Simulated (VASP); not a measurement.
# Mg3CdS2 (P6_3/mmc) in VASP: notebook

The runs below take Mg3CdS2 through single point, relaxation of cell and atoms, with r2SCAN, PBE.

Everything below comes from runs of VASP 6.6.1. Logs are shortened: lines on timing, memory, paths and dates and some standing lists are left out, and cuts for length are marked.

### 1 The cell of the first run

It takes space group P6_3/mmc (No. 194, hexagonal). Conventional cell: a = 3.621 Å, b = 3.621 Å, c = 21.553 Å, α = 90.00°, β = 90.00°, γ = 120.00°. Mg (site symmetry 3m) has 3 S at 2.59 Å and 3 Cd at 3.12 Å within 3.4 Å. Within 3.4 Å of Mg (site symmetry -3m) lie 6 S at 2.59 Å. Within 4.1 Å of Cd (site symmetry -6m2) lie 6 Mg at 3.12 Å and 6 Cd at 3.62 Å. S (site symmetry 3m) has 6 Mg at 2.59 Å within 3.4 Å.

### 2 Single point, r2SCAN

Contents of POSCAR:

```
Mg3CdS2
1.0
    3.6208567193      0.0000000000      0.0000000000
   -1.8104283597      3.1357539023      0.0000000000
    0.0000000000      0.0000000000     21.5529138625
Mg Cd S
6 2 4
Direct
    0.6666666667      0.3333333333      0.8577108606
    0.0000000000      0.0000000000      0.0000000000
    0.3333333333      0.6666666667      0.1422891394
    0.0000000000      0.0000000000      0.5000000000
    0.3333333333      0.6666666667      0.3577108606
    0.6666666667      0.3333333333      0.6422891394
    0.0000000000      0.0000000000      0.2500000000
    0.0000000000      0.0000000000      0.7500000000
    0.3333333333      0.6666666667      0.9290369348
    0.6666666667      0.3333333333      0.0709630652
    0.3333333333      0.6666666667      0.5709630652
    0.6666666667      0.3333333333      0.4290369348
```

Contents of INCAR.step1:

```
  ALGO = Normal
  EDIFF = 1E-5
  ENCUT = 660
  GGA = PE
  GGA_COMPAT = False
  ISMEAR = 0
  LASPH = True
  LCHARG = False
  LREAL = False
  LWAVE = True
  NBANDS = 42
  NELM = 120
  PREC = Accurate
  SIGMA = 0.1
```

Contents of INCAR.step2:

```
  ALGO = Normal
  EDIFF = 1E-6
  ENCUT = 660
  GGA_COMPAT = False
  ISIF = 2
  ISMEAR = 0
  ISTART = 1
  LASPH = True
  LCHARG = False
  LMIXTAU = True
  LREAL = False
  LWAVE = False
  METAGGA = R2SCAN
  NBANDS = 42
  NELM = 120
  PREC = Accurate
  SIGMA = 0.1
```

Contents of KPOINTS:

```
k-points
0
Gamma
  12 12 2
```

Potentials or basis: VASP PAW PBE potentials, release 64 (Mg, Cd, S).

Started as:

```console
$ cat potpaw_PBE.64/Mg/POTCAR potpaw_PBE.64/Cd/POTCAR potpaw_PBE.64/S/POTCAR > POTCAR
$ cp INCAR.step1 INCAR
$ mpirun -np 1 vasp_std > vasp.out
$ cp INCAR.step2 INCAR
$ mpirun -np 1 vasp_std > vasp.out
```

OUTCAR:

```text
EDIFF = 1E-6
   ENCUT = 660
   ISIF = 2
   ISMEAR = 0
   ISTART = 1
   LASPH = True
   LREAL = False
   METAGGA = R2SCAN
   NELM = 120
   PREC = Accurate

 ion  position               nearest neighbor table
   1  0.667  0.333  0.858-   9 2.59   9 2.59   9 2.59   8 3.12   8 3.12   8 3.12
   2  0.000  0.000  0.000-   9 2.59  10 2.59   9 2.59  10 2.59  10 2.59   9 2.59
   3  0.333  0.667  0.142-  10 2.59  10 2.59  10 2.59   7 3.12   7 3.12   7 3.12
   4  0.000  0.000  0.500-  11 2.59  12 2.59  11 2.59  12 2.59  12 2.59  11 2.59
   5  0.333  0.667  0.358-  12 2.59  12 2.59  12 2.59   7 3.12   7 3.12   7 3.12
   6  0.667  0.333  0.642-  11 2.59  11 2.59  11 2.59   8 3.12   8 3.12   8 3.12
   7  0.000  0.000  0.250-   3 3.12   5 3.12   3 3.12   5 3.12   3 3.12   5 3.12
   8  0.000  0.000  0.750-   1 3.12   6 3.12   1 3.12   6 3.12   1 3.12   6 3.12
   9  0.333  0.667  0.929-   2 2.59   2 2.59   2 2.59   1 2.59   1 2.59   1 2.59
  10  0.667  0.333  0.071-   2 2.59   2 2.59   2 2.59   3 2.59   3 2.59   3 2.59
  11  0.333  0.667  0.571-   4 2.59   4 2.59   4 2.59   6 2.59   6 2.59   6 2.59
  12  0.667  0.333  0.429-   4 2.59   4 2.59   4 2.59   5 2.59   5 2.59   5 2.59

  LATTYP: Found a hexagonal cell.
 ALAT       =     3.6208567193
 C/A-ratio  =     5.9524348886

  Lattice vectors:

 A1 = (   3.6208567193,   0.0000000000,   0.0000000000)
 A2 = (  -1.8104283597,   3.1357539023,   0.0000000000)
 A3 = (   0.0000000000,   0.0000000000,  21.5529138625)

Analysis of symmetry for initial positions (statically):
=====================================================================
 Subroutine PRICEL returns:
 Original cell was already a primitive cell.

 Routine SETGRP: Setting up the symmetry group for a
 hexagonal supercell.

 Subroutine GETGRP returns: Found 24 space group operations
 (whereof 12 operations were pure point group operations)
 out of a pool of 24 trial point group operations.

The static configuration has the point symmetry D_3d.
 The point group associated with its full space group is D_6h.

Analysis of symmetry for dynamics (positions and initial velocities):
=====================================================================
 Subroutine PRICEL returns:
 Original cell was already a primitive cell.

 Routine SETGRP: Setting up the symmetry group for a
 hexagonal supercell.

 Subroutine GETGRP returns: Found 24 space group operations
[... 121 lines left out ...]
   LASPH  =      T    aspherical Exc in radial PAW
   ENCUT  =  660.0 eV  48.51 Ry    6.96 a.u.   7.58  7.58 45.15*2*pi/ulx,y,z
   NELM   =    120;   NELMIN=  2; NELMDL=  0     # of ELM steps
   EDIFF  = 0.1E-05   stopping-criterion for ELM
   LREAL  =      F    real-space projection
[... 7 lines left out ...]
   TEBEG  =    0.0;   TEEND  =   0.0 temperature during run
   PSTRESS=    0.0 pullay stress
   NELECT =      60.0000    total number of electrons
   NUPDOWN=      -1.0000    fix difference up-down
   EMIN   =  10.00;   EMAX   =-10.00  energy-range for DOS
   EFERMI =   0.00;   METHOD = LEGACY
   ISMEAR =     0;   SIGMA  =   0.10  broadening in eV -4-tet -1-fermi 0-gaus
   EFERMI_NEDOS =   21; number of points for ismear=-14 and -15
   IALGO  =     38    algorithm
   IMIX   =      4    mixing-type and parameters
     AMIX     =   0.40;   BMIX     =  1.00
     AMIX_MAG =   1.60;   BMIX_MAG =  1.00
  volume/ion in A,a.u.               =      20.39       137.62
  Fermi-wavevector in a.u.,A,eV,Ry     =   1.024642  1.936293 14.284637  1.049891
  Thomas-Fermi vector in A             =   2.158440
   LORBIT       =      0    0 simple, 1 ext, 2 COOP (PROOUT), +10 PAW based schemes
   METAGGA = R2SCAN    functional components
   LHFCALC =     F    Hartree Fock is set to
   AEXX    =    0.0000 exact exchange contribution
   IVDW    =     0    specifies the selected vdW correction
   LEPSILON=     F    determine dielectric tensor
   LRPA    =     F    only Hartree local field effects (RPA)
 non-spin polarized calculation
 Gauss-broadening in eV      SIGMA  =   0.10
  energy-cutoff  :      660.00
  volume of cell :      244.71
 maximum number of plane-waves:      9482
   NGX = 15   NGY = 15   NGZ = 91

 number of electron      60.0000005 magnetization

 Free energy of the ion-electron system (eV)
  ---------------------------------------------------
  ext. energy  EPLUGINS =         0.00000000
  ---------------------------------------------------
  free energy    TOTEN  =      -109.16403034 eV

  energy without entropy =     -109.14733036  energy(sigma->0) =     -109.15568035

 E-fermi :   3.9503     XC(G=0):  -9.9061

 val. band max:        3.9443916637   @ k =   0.3333   0.1667   0.0000
 cond. band min:       3.9574891138   @ k =   0.3333   0.1667   0.0000
 fundamental gap:      0.0130974501
 Fermi energy:         3.9503346833

 k-point     1 :       0.0000    0.0000    0.0000
  band No.  band energies     occupation
      1     -11.1745      2.00000
      2     -11.1732      2.00000
      3     -10.5462      2.00000
      4     -10.5439      2.00000
      5      -4.9284      2.00000
      6      -4.9236      2.00000
[... 1069 lines left out ...]
     41       9.4153      0.00000
     42       9.4154      0.00000

 [... further k-points ...]
[... 5 lines left out ...]
  --------------------------------------------------------------------------------------
  -------------------------------------------------------------------------------------
  Total       -2.2042236     -2.2042236     -2.1523283      0.0000000     -0.0000000      0.0000000
  in kB      -14.4313491    -14.4313491    -14.0915837      0.0000000     -0.0000000      0.0000000
  external PRESSURE =     -14.3180939 kB  Pullay stress =       0.0000000 kB

 VOLUME and BASIS-vectors are now :
 -----------------------------------------------------------------------------
  energy-cutoff  :      660.00
  volume of cell :      244.71
      direct lattice vectors                 reciprocal lattice vectors
     3.620856719  0.000000000  0.000000000     0.276177733  0.159451288  0.000000000
    -1.810428360  3.135753902  0.000000000     0.000000000  0.318902577  0.000000000
     0.000000000  0.000000000 21.552913862     0.000000000  0.000000000  0.046397439

 POSITION                                       TOTAL-FORCE (eV/Angst)
 -----------------------------------------------------------------------------------
      1.81043      1.04525     18.48617        -0.000000     -0.000000      0.065739
      0.00000      0.00000      0.00000        -0.000000     -0.000000      0.000000
     -0.00000      2.09050      3.06675         0.000000     -0.000000     -0.065739
      0.00000      0.00000     10.77646        -0.000000     -0.000000      0.000000
     -0.00000      2.09050      7.70971        -0.000000     -0.000000      0.065739
      1.81043      1.04525     13.84320        -0.000000     -0.000000     -0.065739
      0.00000      0.00000      5.38823        -0.000000     -0.000000      0.000000
      0.00000      0.00000     16.16469        -0.000000     -0.000000      0.000000
     -0.00000      2.09050     20.02345        -0.000000      0.000000      0.006209
      1.81043      1.04525      1.52946         0.000000      0.000000     -0.006209
     -0.00000      2.09050     12.30592        -0.000000     -0.000000     -0.006209
      1.81043      1.04525      9.24700         0.000000      0.000000      0.006209
 -----------------------------------------------------------------------------------
    total drift:                               -0.000000     -0.000000      0.000000

  FREE ENERGIE OF THE ION-ELECTRON SYSTEM (eV)
  ---------------------------------------------------
  free  energy   TOTEN  =      -109.1640303359 eV

  energy  without entropy=     -109.1473303589  energy(sigma->0) =     -109.15568035
```

OUTCAR.step1:

```text
EDIFF = 1E-5
   ENCUT = 660
   GGA = PE
   ISMEAR = 0
[... 1343 lines left out ...]
     -0.00000      2.09050     20.02345        -0.000000     -0.000000     -0.001267
      1.81043      1.04525      1.52946        -0.000000      0.000000      0.001267
     -0.00000      2.09050     12.30592        -0.000000     -0.000000      0.001267
      1.81043      1.04525      9.24700         0.000000      0.000000     -0.001267
 -----------------------------------------------------------------------------------
    total drift:                               -0.000000     -0.000000      0.000000

  FREE ENERGIE OF THE ION-ELECTRON SYSTEM (eV)
  ---------------------------------------------------
  free  energy   TOTEN  =       -37.4803649122 eV

  energy  without entropy=      -37.4640724436  energy(sigma->0) =      -37.47221868
```

OSZICAR.step1:

```text
N       E                     dE             d eps       ncg     rms          rms(c)
DAV:   1     0.367280135478E+03    0.36728E+03   -0.28926E+04  3192   0.148E+03
DAV:   2    -0.651577973240E+01   -0.37380E+03   -0.35011E+03  3760   0.281E+02
DAV:   3    -0.389317191559E+02   -0.32416E+02   -0.32159E+02  3874   0.784E+01
DAV:   4    -0.395039069211E+02   -0.57219E+00   -0.57099E+00  3880   0.105E+01
DAV:   5    -0.395129786643E+02   -0.90717E-02   -0.90694E-02  4044   0.135E+00    0.106E+01
DAV:   6    -0.376489279973E+02    0.18641E+01   -0.37361E+00  3904   0.829E+00    0.808E+00
DAV:   7    -0.374902528474E+02    0.15868E+00   -0.16601E+00  3910   0.392E+00    0.396E+00
DAV:   8    -0.374799146768E+02    0.10338E-01   -0.11080E-01  3762   0.134E+00    0.393E-01
DAV:   9    -0.374801833285E+02   -0.26865E-03   -0.46996E-03  3824   0.349E-01    0.212E-01
DAV:  10    -0.374803206928E+02   -0.13736E-03   -0.25393E-04  3838   0.731E-02    0.895E-02
DAV:  11    -0.374803645725E+02   -0.43880E-04   -0.21402E-04  3776   0.695E-02    0.151E-02
DAV:  12    -0.374803649122E+02   -0.33973E-06   -0.14524E-05  2984   0.117E-02
   1 F= -.37480365E+02 E0= -.37472219E+02  d E =-.162925E-01
```

Run time: 36 min. Hardware: 1 thread of Intel Xeon Platinum 8559C (Emerald Rapids), shared host; peak memory 0.76 GiB.

What came out:

```yaml
Free_energy: -109.1640 eV
Pressure: -1.4 GPa
Largest_force: 0.066 eV/Å
Band_gap_on_the_k_mesh: zero (bands 30 and 31 overlap by 0.44 eV)
```

Forces in eV/Å, atoms in the order of the input:
```
Mg   0.000  0.000  0.066
Mg   0.000  0.000  0.000
Mg   0.000  0.000 -0.066
Mg   0.000  0.000  0.000
Mg   0.000  0.000  0.066
Mg   0.000  0.000 -0.066
Cd   0.000  0.000  0.000
Cd   0.000  0.000  0.000
S    0.000  0.000  0.006
S    0.000  0.000 -0.006
S    0.000  0.000 -0.006
S    0.000  0.000  0.006
```

Caveat: semilocal functionals underestimate gaps, and a narrow one can read as zero; the PAW data sets were made with another functional, which shifts forces and pressure a little.

### 3 Relaxation of cell and atoms, PBE

This run uses another cell than the first one, of 19.76 Å³/atom.

Contents of INCAR:

```
PREC = Accurate
ENCUT = 600
EDIFF = 1E-6
ISMEAR = 0
SIGMA = 0.2
LREAL = False
LASPH = True
NELM = 80
ALGO = Normal
ISIF = 3
LWAVE = False
LCHARG = False
GGA = PE
IBRION = 2
NSW = 36
EDIFFG = -0.08
```

Contents of KPOINTS:

```
regular mesh
0
Gamma
  5 5 1
```

Contents of POSCAR:

```
Mg3CdS2
1.0
    3.7000000000      0.0000000000      0.0000000000
   -1.8500000000      3.2042939900      0.0000000000
    0.0000000000      0.0000000000     20.0000000000
Mg Cd S
6 2 4
Direct
    0.6666666700      0.3333333300      0.8550000000
    0.0000000000      0.0000000000      0.0000000000
    0.3333333300      0.6666666700      0.1450000000
    0.0000000000      0.0000000000      0.5000000000
    0.3333333300      0.6666666700      0.3550000000
    0.6666666700      0.3333333300      0.6450000000
    0.0000000000      0.0000000000      0.2500000000
    0.0000000000      0.0000000000      0.7500000000
    0.3333333300      0.6666666700      0.9275000000
    0.6666666700      0.3333333300      0.0725000000
    0.3333333300      0.6666666700      0.5725000000
    0.6666666700      0.3333333300      0.4275000000
```

Potentials or basis: VASP PAW PBE potentials, release 64 (Mg, Cd, S).

Started as:

```console
$ cat potpaw_PBE.64/Mg/POTCAR potpaw_PBE.64/Cd/POTCAR potpaw_PBE.64/S/POTCAR > POTCAR
$ mpirun -np 1 vasp_std > vasp.out
```

Run time: 6.6 min. Hardware: 1 thread of Intel Xeon 8259CL, shared host; peak memory 0.43 GiB.

The run converged. Its results:

| Item | Value |
| --- | --- |
| Free energy | -37.5373 eV |
| Relaxed volume | 20.36 Å³/atom |
| Relaxed cell | a = 3.628 Å, b = 3.628 Å, c = 21.438 Å, α = 90.00°, β = 90.00°, γ = 120.00° |
| Space group after relaxing (to 0.1 Å) | P6_3/mmc (No. 194) |
| Energy gained by relaxing | 23.7 meV/atom |
| Ionic steps | 9 |
| Pressure after relaxing | -0.1 GPa |
| Largest force after relaxing | 0.027 eV/Å |
| Band gap on the k mesh | 0.24 eV |

Forces in eV/Å, atoms in the order of the input:
```
Mg   0.000  0.000 -0.014
Mg   0.000  0.000  0.000
Mg   0.000  0.000  0.014
Mg   0.000  0.000  0.000
Mg   0.000  0.000 -0.014
Mg   0.000  0.000  0.014
Cd   0.000  0.000  0.000
Cd   0.000  0.000  0.000
S    0.000  0.000  0.027
S    0.000  0.000 -0.027
S    0.000  0.000 -0.027
S    0.000  0.000  0.027
```

Stress tensor (GPa, compression positive):
```
-0.17  0.00  0.00
 0.00 -0.17  0.00
 0.00  0.00 -0.01
```

Step by step:
```tsv
step	energy change (eV)	largest force (eV/Å)	pressure (GPa)	volume (Å³)
1	0.0000	0.0910	1.78	237.12
2	-0.1752	0.0889	-0.25	244.66
3	-0.1971	0.2089	-1.39	249.46
4	-0.1981	0.1895	-1.22	248.67
5	-0.2547	0.1801	-0.47	244.75
6	-0.2652	0.1713	0.04	242.29
7	-0.2727	0.1148	0.12	242.26
8	-0.2809	0.0854	0.33	242.20
9	-0.2845	0.0269	-0.12	244.31
```

Final structure:
```yaml
crystal:
  lattice:
    - [3.62756, 0.00000, 0.00000]
    - [-1.81378, 3.14156, 0.00000]
    - [0.00000, 0.00000, 21.43792]
  atoms:
    - { symbol: Mg, position: [0.66667, 0.33333, 0.85752] }
    - { symbol: Mg, position: [0.00000, 0.00000, 0.00000] }
    - { symbol: Mg, position: [0.33333, 0.66667, 0.14248] }
    - { symbol: Mg, position: [0.00000, 0.00000, 0.50000] }
    - { symbol: Mg, position: [0.33333, 0.66667, 0.35752] }
    - { symbol: Mg, position: [0.66667, 0.33333, 0.64248] }
    - { symbol: Cd, position: [0.00000, 0.00000, 0.25000] }
    - { symbol: Cd, position: [0.00000, 0.00000, 0.75000] }
    - { symbol: S, position: [0.33333, 0.66667, 0.92884] }
    - { symbol: S, position: [0.66667, 0.33333, 0.07116] }
    - { symbol: S, position: [0.33333, 0.66667, 0.57116] }
    - { symbol: S, position: [0.66667, 0.33333, 0.42884] }
```

Levels at points of the mesh, in eV from the valence-band top:
```tsv
k point	band 28	band 29	band 30	band 31	band 32	band 33
(0.00, 0.00, 0.00)	-1.70	-1.70	-0.77	1.95	3.11	3.25
```

[end of part 1 of 2]
